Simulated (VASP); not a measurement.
Runs of VASP 6.6.1 on Li2S. The structure is that of space group Fm-3m (No. 225), or close to it. The cells are those of the table. 

```csv
level,cell,cutoff (eV),gap on the mesh (eV),pressure (GPa)
revPBE+D3(BJ),"a = 3.916 Å, angles 60.0°, 3 atoms",750,(d),(b)
PBEsol+D3(BJ),"a = 4.005 Å, angles 60.0°, 3 atoms",750,3.21,-2.7
PBEsol,"a = 3.945 Å, angles 60.0°, 3 atoms",750,3.17,1.8
revPBE+D3(BJ),"a = 3.941 Å, angles 60.0°, 3 atoms",750,(a),-2.0
PBEsol+D3(BJ),"a = 3.870 Å, angles 60.0°, 3 atoms",750,3.11,(c)
PBEsol,"a = 4.025 Å, angles 60.0°, 3 atoms",750,3.22,-0.9
r2SCAN+rVV10,"a = 4.011 Å, angles 60.0°, 3 atoms",830,3.78,-0.2
revPBE+D3(BJ),"a = 3.864 Å, angles 60.0°, 3 atoms",750,3.39,0.8
```

Alike in all rows: task single point; potentials or basis VASP PAW PBE potentials, release 64 (Li_sv, S); no spin polarisation; k mesh 8 × 8 × 8; smearing gaussian 0.05 eV.

Question: Estimate the missing entries.

Answer: (a) 3.45; (b) -1.2; (c) 2.0; (d) 3.43.

Caveats: the PAW data sets were made with another functional, which shifts forces and pressure a little.

A k mesh can miss the band edges.
